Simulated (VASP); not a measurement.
Input of a VASP 6.6.1 run:

Contents of INCAR:

```
SYSTEM = TaN
PREC     = Accurate       ! precision mode
ENCUT    = 520            ! plane-wave cutoff, eV
EDIFF    = 1E-6           ! SCF threshold, eV
ISMEAR   = -1             ! smearing method
SIGMA    = 0.02           ! smearing width, eV
LREAL    = .False.        ! projectors in reciprocal space
LASPH    = .True.         ! aspherical terms in the spheres
NELM     = 100            ! most SCF steps
ALGO     = Normal         ! electronic algorithm
ISIF     = 2              ! what is computed and relaxed
LWAVE    = .False.        ! write WAVECAR
LCHARG   = .False.        ! write CHGCAR
GGA      = PS             ! functional
NBANDS   = 15             ! bands
```

KPOINTS

```
Automatic mesh
0
Gamma
  12 12 10
  0 0 0
```

The input POSCAR:

```
TaN
1.0
    2.9670898479      0.0000000000      0.0000000000
   -1.4835449240      2.5695751837      0.0000000000
    0.0000000000      0.0000000000      2.9115464110
Ta N
1 1
Direct
    0.3333333333      0.6666666667      0.5000000000
    0.0000000000      0.0000000000      0.0000000000
```

Potentials or basis: VASP PAW PBE potentials, release 64 (Ta_pv, N).

Launch:

```bash
$ cat potpaw_PBE.64/Ta_pv/POTCAR potpaw_PBE.64/N/POTCAR > POTCAR
$ mpirun -np 1 vasp_std > vasp.out
```

Question: Estimate the pressure.

Answer: -13.7 GPa.

Question: What does it give for the band gap on the k mesh?

Answer: Zero (band 8 reaches 8.17 eV, above the bottom of band 9 at 7.69 eV).

Stress tensor (GPa, compression positive):
```
-13.29   0.00   0.00
  0.00 -13.29   0.00
  0.00   0.00 -14.52
```

Caveat: the PAW data sets were made with another functional, which shifts forces and pressure a little; spin-orbit coupling is left out, which moves the levels of the heavy elements.
